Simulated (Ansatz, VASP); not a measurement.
**CuO in VASP and in Ansatz**

```xyz
4
Lattice="3.2880 0.0000 0.0000 -1.6440 2.8475 0.0000 0.0000 0.0000 5.3850" Properties=species:S:1:pos:R:3 pbc="T T T"
Cu    1.6440    0.9492    0.0000
Cu    0.0000    1.8983    2.6925
O     1.6440    0.9492    3.3667
O     0.0000    1.8983    0.6742
```

Alike in both runs: functional PBE; k mesh 9 × 9 × 5; occupations fermi-dirac, width 0.05 eV; no spin polarisation; Hubbard terms Cu d U = 4.0 eV.

|  | VASP | Ansatz |
| --- | --- | --- |
| version | VASP 6.6.1 | Ansatz 0.2.0 |
| potentials or method | VASP PAW PBE potentials, release 64 (Cu, O) | Ansatz PAW |
| plane-wave cutoff (eV) | 520 | 420 |
| valence electrons in the cell | 34 | 50 |
| task | single point | band structure |

```csv
,VASP,Ansatz,Ansatz less VASP
gap on the k mesh at the Fermi level (eV),none,none,-
pressure (GPa),-9.8,-7.1,+2.74
"traceless stress, the component that is largest in VASP (GPa)",1.12,1.24,+0.121
rms of the force components (eV/Å),0.024,0.040,+0.0160
```

The programs project onto different local orbitals, so the same U acts differently, and such runs can settle in different states. Atom by atom the forces differ by 0.016 eV/Å (rms over components). A gap of «none» marks a metal or a gap that the smearing closes. VASP's potentials hold 34 valence electrons a cell and Ansatz's 50, so a difference there can come from the potentials and not from the codes.
